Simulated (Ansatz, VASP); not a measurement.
# H4CO in VASP and in Ansatz

```
H C O
1.0
     4.46087    0.00000    0.00000
     0.00000    5.03536    0.00000
     0.00000    0.00000    9.00597
H C O
16 4 4
Direct
  0.57612 0.24071 0.48105
  0.92388 0.75929 0.98105
  0.42388 0.74071 0.01895
  0.07612 0.25929 0.51895
  0.94503 0.92920 0.28371
  0.55497 0.07080 0.78371
  0.05497 0.42920 0.21629
  0.44503 0.57080 0.71629
  0.74769 0.79407 0.43890
  0.75231 0.20593 0.93890
  0.25231 0.29407 0.06110
  0.24769 0.70593 0.56110
  0.54630 0.93599 0.28631
  0.95370 0.06401 0.78631
  0.45370 0.43599 0.21369
  0.04630 0.56401 0.71369
  0.74852 0.95399 0.35556
  0.75148 0.04601 0.85556
  0.25148 0.45399 0.14444
  0.24852 0.54601 0.64444
  0.76591 0.21092 0.42326
  0.73409 0.78908 0.92326
  0.23409 0.71092 0.07674
  0.26591 0.28908 0.57674
```

Alike in both runs: functional PBE; dispersion D3(BJ); k mesh 6 × 6 × 4; occupations gaussian, width 0.02 eV; no spin polarisation.

Ansatz relaxed the structure, and its values are those at the end. VASP's run is a single point on that final structure, the one shown.

|  | VASP | Ansatz |
| --- | --- | --- |
| version | VASP 6.6.1 | Ansatz 0.2.0 |
| potentials or method | VASP PAW PBE potentials, release 64 (H, C, O), cutoff 520 eV | scalar-relativistic, plane waves, PAW |
| valence electrons in the cell | 56 | 56 |

VASP gave:

```
gap on the k mesh at the Fermi level (eV) : 5.51
least direct gap on the mesh (eV)         : 5.59
pressure (GPa)                            : 0.1
rms of the force components (eV/Å)        : 0.046
```

**Question.** Which values does Ansatz return?

**Answer.** gap on the k mesh at the Fermi level (eV): 5.52; least direct gap on the mesh (eV): 5.59; pressure (GPa): 0.0; rms of the force components (eV/Å): 0.002.
